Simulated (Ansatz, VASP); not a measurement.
## BaTiO3: VASP beside Ansatz

INCAR

```
PREC = Accurate
ENCUT = 910
EDIFF = 1E-6
ISMEAR = 0
SIGMA = 0.02
LREAL = False
LASPH = True
NELM = 120
ALGO = Normal
ISIF = 2
LWAVE = False
LCHARG = False
GGA = PE
NBANDS = 28
GGA_COMPAT = False
```

Contents of KPOINTS:

```
regular mesh
0
Gamma
  8 8 6
```

The input POSCAR:

```
BaTiO3
1.0
    3.9256680472      0.0000000000      0.0000000000
    0.0000000000      3.9256680472      0.0000000000
    0.0000000000      0.0000000000      4.3396355141
Ba Ti O
1 1 3
Direct
    0.5000000000      0.5000000000      0.6006022887
    0.0000000000      0.0000000000      0.1157124600
    0.0000000000      0.5000000000      0.0564191287
    0.5000000000      0.0000000000      0.0564191287
    0.0000000000      0.0000000000      0.5308439838
```

Input for Ansatz:

```yaml
crystal:
  lattice:
    - [3.9256680472, 0.0, 0.0]
    - [0.0, 3.9256680472, 0.0]
    - [0.0, 0.0, 4.3396355141]
  atoms:
    - { symbol: Ba, position: [0.5, 0.5, 0.6006022887] }
    - { symbol: Ti, position: [0.0, 0.0, 0.11571246] }
    - { symbol: O, position: [0.0, 0.5, 0.0564191287] }
    - { symbol: O, position: [0.5, 0.0, 0.0564191287] }
    - { symbol: O, position: [0.0, 0.0, 0.5308439838] }
basis:
  ecutwfc: 420
kpoints:
  mp_grid: { grid: [8, 8, 6] }
  band_path: { path: [VBM, CBM], npoints: 2 }
hamiltonian:
  xc: pbe
scf:
  occupations: { method: gaussian, width: 0.02 }
output:
  forces: true
  stress: true
  eigenvalues: true
checkpoint:
  read: start.run
  write: ck
  compress: false
  write_wavefunctions: false
  write_every: 100000
```

Alike in both runs: task single point; functional PBE; k mesh 8 × 8 × 6; occupations gaussian, width 0.02 eV; no spin polarisation.

|  | VASP | Ansatz |
| --- | --- | --- |
| version | VASP 6.6.1 | Ansatz 0.2.0 |
| potentials or method | VASP PAW PBE potentials, release 64 (Ba_sv, Ti_sv, O_h), cutoff 910 eV | scalar-relativistic, plane waves, PAW |
| valence electrons in the cell | 40 | 40 |

```csv
,VASP,Ansatz,Ansatz less VASP
gap on the k mesh at the Fermi level (eV),1.84,1.88,+0.045
least direct gap on the mesh (eV),2.52,2.55,+0.033
rms of the force components (eV/Å),0.024,0.000,-0.0240
```

Atom by atom the forces differ by 0.024 eV/Å (rms over components). With one functional, cell and mesh, what is left measures potentials, basis and numerics.

Spin-orbit coupling is off throughout. Noted on VASP's run: the cutoff is short for stress, so the pressure is rough.
